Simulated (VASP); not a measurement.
# CuAu (P4/mmm) in VASP: further runs, part 2 of 2

VASP 6.6.1. The steps go on from the part before.

## Step 3: Single point, r2SCAN

This run uses another cell than the first one, of 14.56 Å³/atom, 1.020 times its volume.

POSCAR

```
CuAu
1.0
    2.8107494552      0.0000000000      0.0000000000
    0.0000000000      2.8107494552      0.0000000000
    0.0000000000      0.0000000000      3.6850000000
Au Cu
1 1
Direct
    0.0000000000      0.0000000000      0.0000000000
    0.5000000000      0.5000000000      0.5000000000
```

INCAR.step1

```
SYSTEM = CuAu
PREC = Accurate
ENCUT = 520
ISMEAR = -1
SIGMA = 0.05
LREAL = .False.
LASPH = .True.
NELM = 80
NBANDS = 18
GGA = PE
ALGO = Normal
EDIFF = 1E-4
LWAVE = .True.
LCHARG = .False.
```

INCAR.step2

```
SYSTEM = CuAu
PREC = Accurate
ENCUT = 520
EDIFF = 1E-6
ISMEAR = -1
SIGMA = 0.05
LREAL = .False.
LASPH = .True.
NELM = 80
ALGO = Normal
ISIF = 2
LWAVE = .False.
LCHARG = .False.
METAGGA = R2SCAN
LMIXTAU = .True.
NBANDS = 18
ISTART = 1
```

KPOINTS

```
regular mesh
0
Gamma
  9 9 7
  0 0 0
```

Potentials or basis: VASP PAW PBE potentials, release 64 (Au, Cu).

Launch:

```
$ cat potpaw_PBE.64/Au/POTCAR potpaw_PBE.64/Cu/POTCAR > POTCAR
$ cp INCAR.step1 INCAR
$ mpirun -np 1 vasp_std > vasp.out
$ cp INCAR.step2 INCAR
$ mpirun -np 1 vasp_std > vasp.out
```

OUTCAR:

```text
SYSTEM = CuAu
   PREC = Accurate
   ENCUT = 520
   EDIFF = 1E-6
   ISMEAR = -1
   LREAL = .False.
   LASPH = .True.
   NELM = 80
   ISIF = 2
   METAGGA = R2SCAN
   ISTART = 1

 ion  position               nearest neighbor table
   1  0.000  0.000  0.000-   2 2.71   2 2.71   2 2.71   2 2.71   2 2.71   2 2.71   2 2.71   2 2.71

   2  0.500  0.500  0.500-   1 2.71   1 2.71   1 2.71   1 2.71   1 2.71   1 2.71   1 2.71   1 2.71

  LATTYP: Found a simple tetragonal cell.
 ALAT       =     2.8107494552
 C/A-ratio  =     1.3110382333

  Lattice vectors:

 A1 = (   2.8107494552,   0.0000000000,   0.0000000000)
 A2 = (   0.0000000000,   2.8107494552,   0.0000000000)
 A3 = (   0.0000000000,   0.0000000000,   3.6850000000)

Analysis of symmetry for initial positions (statically):
=====================================================================
 Subroutine PRICEL returns:
 Original cell was already a primitive cell.

 Routine SETGRP: Setting up the symmetry group for a
 simple tetragonal supercell.

 Subroutine GETGRP returns: Found 16 space group operations
 (whereof 16 operations were pure point group operations)
 out of a pool of 16 trial point group operations.

The static configuration has the point symmetry D_4h.

Analysis of symmetry for dynamics (positions and initial velocities):
=====================================================================
 Subroutine PRICEL returns:
 Original cell was already a primitive cell.

 Routine SETGRP: Setting up the symmetry group for a
 simple tetragonal supercell.

 Subroutine GETGRP returns: Found 16 space group operations
 (whereof 16 operations were pure point group operations)
 out of a pool of 16 trial point group operations.

The dynamic configuration has the point symmetry D_4h.

 Subroutine INISYM returns: Found 16 space group operations
 (whereof 16 operations are pure point group operations),
 and found     1 'primitive' translations

----------------------------------------------------------------------------------------

                                     Primitive cell

  volume of cell :      29.1127

  direct lattice vectors                    reciprocal lattice vectors
     2.810749455  0.000000000  0.000000000     0.355776997  0.000000000  0.000000000
     0.000000000  2.810749455  0.000000000     0.000000000  0.355776997  0.000000000
     0.000000000  0.000000000  3.685000000     0.000000000  0.000000000  0.271370421

  length of vectors
     2.810749455  2.810749455  3.685000000     0.355776997  0.355776997  0.271370421

  position of ions in fractional coordinates (direct lattice)
     0.000000000  0.000000000  0.000000000
     0.500000000  0.500000000  0.500000000

  ion indices of the primitive-cell ions
   primitive index   ion index
                 1           1
                 2           2

----------------------------------------------------------------------------------------

 KPOINTS: regular mesh

Automatic generation of k-mesh.
 Grid dimensions read from file:
 generate k-points for:    9    9    7

 Generating k-lattice:

  Cartesian coordinates                     Fractional coordinates (reciprocal lattice)
     0.039530777  0.000000000  0.000000000     0.111111111  0.000000000  0.000000000
     0.000000000  0.039530777  0.000000000     0.000000000  0.111111111  0.000000000
     0.000000000  0.000000000  0.038767203     0.000000000  0.000000000  0.142857143

  Length of vectors
     0.039530777  0.039530777  0.038767203

  Shift w.r.t. Gamma in fractional coordinates (k-lattice)
     0.000000000  0.000000000  0.000000000

 Subroutine IBZKPT returns following result:
 ===========================================

 Found     60 irreducible k-points:

 Following reciprocal coordinates:
            Coordinates               Weight
  0.000000  0.000000  0.000000      1.000000
  0.111111  0.000000  0.000000      4.000000
  0.222222  0.000000  0.000000      4.000000
  0.333333  0.000000  0.000000      4.000000
  0.444444  0.000000  0.000000      4.000000
  0.111111  0.111111  0.000000      4.000000
[... 16 lines left out ...]
  0.333333  0.111111  0.142857     16.000000
  0.444444  0.111111  0.142857     16.000000
 [... further k-points ...]
   k-points           NKPTS =     60   k-points in BZ     NKDIM =     60   number of bands    NBANDS=     18
   number of dos      NEDOS =    301   number of ions     NIONS =      2
   total plane-waves  NPLWV =  16128
   dimension x,y,z NGX =    24 NGY =   24 NGZ =   28
   dimension x,y,z NGXF=    48 NGYF=   48 NGZF=   56
   ions per type =               1   1
   NGX,Y,Z   is equivalent  to a cutoff of  14.20, 14.20, 12.63 a.u.
   NGXF,Y,Z  is equivalent  to a cutoff of  28.39, 28.39, 25.26 a.u.
 SYSTEM =  CuAu
   PREC   = accura    normal or accurate (medium, high low for compatibility)
   ISTART =      1    job   : 0-new  1-cont  2-samecut
   ICHARG =      0    charge: 1-file 2-atom 10-const
   ISPIN  =      1    spin polarized calculation?
   LNONCOLLINEAR =      F non collinear calculations
   LSORBIT =      F    spin-orbit coupling
   LASPH  =      T    aspherical Exc in radial PAW
   ENCUT  =  520.0 eV  38.22 Ry    6.18 a.u.   5.23  5.23  6.85*2*pi/ulx,y,z
   NELM   =     80;   NELMIN=  2; NELMDL=  0     # of ELM steps
   EDIFF  = 0.1E-05   stopping-criterion for ELM
   LREAL  =      F    real-space projection
   EDIFFG = 0.1E-04   stopping-criterion for IOM
   NSW    =      0    number of steps for IOM
   IBRION =     -1    ionic relax: 0-MD 1-quasi-New 2-CG
   NFREE  =      0    steps in history (QN), initial steepest desc. (CG)
   ISIF   =      2    stress and relaxation
   ISYM   =      2    0-nonsym 1-usesym 2-fastsym
   POTIM  = 0.5000    time-step for ionic-motion
   TEBEG  =    0.0;   TEEND  =   0.0 temperature during run
   PSTRESS=    0.0 pullay stress
   NELECT =      22.0000    total number of electrons
   NUPDOWN=      -1.0000    fix difference up-down
   EMIN   =  10.00;   EMAX   =-10.00  energy-range for DOS
   EFERMI =   0.00;   METHOD = LEGACY
   ISMEAR =    -1;   SIGMA  =   0.05  broadening in eV -4-tet -1-fermi 0-gaus
   EFERMI_NEDOS =   21; number of points for ismear=-14 and -15
   IALGO  =     38    algorithm
   IMIX   =      4    mixing-type and parameters
     AMIX     =   0.40;   BMIX     =  1.00
     AMIX_MAG =   1.60;   BMIX_MAG =  1.00
  volume/ion in A,a.u.               =      14.56        98.23
  Fermi-wavevector in a.u.,A,eV,Ry     =   1.491152  2.817868 30.253005  2.223533
  Thomas-Fermi vector in A             =   2.603843
   LORBIT       =      0    0 simple, 1 ext, 2 COOP (PROOUT), +10 PAW based schemes
   METAGGA = R2SCAN    functional components
   LHFCALC =     F    Hartree Fock is set to
   AEXX    =    0.0000 exact exchange contribution
   IVDW    =     0    specifies the selected vdW correction
   LEPSILON=     F    determine dielectric tensor
   LRPA    =     F    only Hartree local field effects (RPA)
 non-spin polarized calculation
  energy-cutoff  :      520.00
  volume of cell :       29.11
 maximum number of plane-waves:       797
 NGX is ok and might be reduce to    24
   NGX = 11   NGY = 11   NGZ = 13

 number of electron      22.0000010 magnetization

 Free energy of the ion-electron system (eV)
  ---------------------------------------------------
  ext. energy  EPLUGINS =         0.00000000
  ---------------------------------------------------
  free energy    TOTEN  =       -61.55859250 eV

  energy without entropy =      -61.55471852  energy(sigma->0) =      -61.55665551

 E-fermi :   8.5649     XC(G=0): -13.6051

 val. band max:        8.5012784317   @ k =   0.1111   0.1111   0.2857
 cond. band min:       8.5872978316   @ k =   0.3333   0.1111   0.4286
 fundamental gap:      0.0860194000
 Fermi energy:         8.5649401180

 k-point     1 :       0.0000    0.0000    0.0000
  band No.  band energies     occupation
      1      -1.4740      2.00000
      2       1.6623      2.00000
      3       1.8562      2.00000
      4       4.3065      2.00000
      5       4.3065      2.00000
      6       5.3754      2.00000
[... 10 lines left out ...]
     17      26.2095      0.00000
     18      26.7553      0.00000

 k-point     2 :       0.1111    0.0000    0.0000
  band No.  band energies     occupation
      1      -1.1773      2.00000
      2       1.8044      2.00000
      3       2.0306      2.00000
      4       4.1217      2.00000
      5       4.3738      2.00000
      6       5.2445      2.00000
[... 10 lines left out ...]
     17      26.8203      0.00000
     18      28.2821      0.00000
[... 442 lines left out ...]
 k-point    24 :       0.4444    0.1111    0.1429
  band No.  band energies     occupation
      1       1.8667      2.00000
      2       2.3837      2.00000
      3       3.1294      2.00000
      4       3.4772      2.00000
      5       4.3158      2.00000
      6       4.9996      2.00000
[... 10 lines left out ...]
     17      24.2730      0.00000
     18      24.9840      0.00000

 [... further k-points ...]
[... 5 lines left out ...]
  --------------------------------------------------------------------------------------
  -------------------------------------------------------------------------------------
  Total       -0.0141008     -0.0141008     -0.1303012      0.0000000      0.0000000      0.0000000
  in kB       -0.7760208     -0.7760208     -7.1709601      0.0000000      0.0000000      0.0000000
  external PRESSURE =      -2.9076672 kB  Pullay stress =       0.0000000 kB

 VOLUME and BASIS-vectors are now :
 -----------------------------------------------------------------------------
  energy-cutoff  :      520.00
  volume of cell :       29.11
      direct lattice vectors                 reciprocal lattice vectors
     2.810749455  0.000000000  0.000000000     0.355776997  0.000000000  0.000000000
     0.000000000  2.810749455  0.000000000     0.000000000  0.355776997  0.000000000
     0.000000000  0.000000000  3.685000000     0.000000000  0.000000000  0.271370421

 POSITION                                       TOTAL-FORCE (eV/Angst)
 -----------------------------------------------------------------------------------
      0.00000      0.00000      0.00000         0.000000      0.000000      0.000000
      1.40537      1.40537      1.84250         0.000000      0.000000      0.000000
 -----------------------------------------------------------------------------------
    total drift:                                0.000000      0.000000     -0.000000

  FREE ENERGIE OF THE ION-ELECTRON SYSTEM (eV)
  ---------------------------------------------------
  free  energy   TOTEN  =       -61.5585925000 eV

  energy  without entropy=      -61.5547185249  energy(sigma->0) =      -61.55665551
```

OSZICAR.step1:

```text
N       E                     dE             d eps       ncg     rms          rms(c)
DAV:   1     0.133249211021E+03    0.13325E+03   -0.11032E+04  2290   0.173E+03
DAV:   2    -0.238667848556E+01   -0.13564E+03   -0.12696E+03  2200   0.303E+02
DAV:   3    -0.795571041764E+01   -0.55690E+01   -0.54158E+01  2534   0.706E+01
DAV:   4    -0.803859862990E+01   -0.82888E-01   -0.82803E-01  2696   0.726E+00
DAV:   5    -0.804075086974E+01   -0.21522E-02   -0.21521E-02  2780   0.119E+00    0.115E+01
DAV:   6    -0.748495484162E+01    0.55580E+00   -0.67985E+00  2330   0.700E+01    0.542E+00
DAV:   7    -0.713764786141E+01    0.34731E+00   -0.26621E+00  2618   0.741E+01    0.568E+00
DAV:   8    -0.707292692300E+01    0.64721E-01   -0.24062E-01  2968   0.119E+01    0.269E+00
DAV:   9    -0.706662502704E+01    0.63019E-02   -0.13542E-02  3294   0.207E+00    0.134E-01
DAV:  10    -0.706631425234E+01    0.31077E-03   -0.23684E-03  2820   0.966E-01    0.719E-02
DAV:  11    -0.706629926455E+01    0.14988E-04   -0.63179E-05  1296   0.177E-01
   1 F= -.70662993E+01 E0= -.70643304E+01  d E =-.393775E-02
```

Run time: 52 s. Hardware: 1 thread of Intel Xeon Platinum 8559C (Emerald Rapids), shared host; peak memory 0.17 GiB.

What came out:

```yaml
Free_energy: -61.5586 eV
Pressure: -0.3 GPa
Band_gap_on_the_k_mesh: zero (band 11 reaches 12.18 eV, above the bottom of band 12 at 6.52 eV)
```

Stress tensor (GPa, compression positive):
```
-0.08  0.00  0.00
 0.00 -0.08  0.00
 0.00  0.00 -0.72
```

Levels at points of the mesh, in eV from the Fermi level:
```tsv
k point	band 9	band 10	band 11	band 12	band 13	band 14
(0.00, 0.00, 0.00)	-1.80	-1.55	-1.55	2.27	8.46	10.57
```

Caveat: the PAW data sets were made with another functional, which shifts forces and pressure a little; spin-orbit coupling is left out, which moves the levels of the heavy elements.
